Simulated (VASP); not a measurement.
Runs of VASP 6.6.1 on HfN. The structure is that of space group Fm-3m (No. 225), or close to it. The cells are those of the table. 

```tsv
cell	gap on the mesh (eV)	pressure (GPa)
a = 3.263 Å, angles 60.0°, 2 atoms	none	-17.0
a = 3.168 Å, angles 60.0°, 2 atoms	none	(a)
a = 3.200 Å, angles 60.0°, 2 atoms	none	-2.7
a = 3.232 Å, angles 60.0°, 2 atoms	none	-10.4
a = 3.135 Å, angles 60.0°, 2 atoms	none	(b)
```

Alike in all rows: task single point; level r2SCAN; potentials or basis VASP PAW PBE potentials, release 64 (Hf_pv, N); no spin polarisation; k mesh 16 × 16 × 16; cutoff (eV) 520; smearing gaussian 0.1 eV.

**Question.** Fill in the values left out.

**Answer.** (a) 6.4; (b) 17.1.

Caveats: the PAW data sets were made with another functional, which shifts forces and pressure a little; spin-orbit coupling is left out, which moves the levels of the heavy elements; the cell stands under tension (at least some runs); the cell stands under pressure (at least some runs).

A k mesh can miss the band edges, and the runs leave out spin-orbit coupling on Hf.

A gap of «none» marks levels without a gap at the run's occupations.
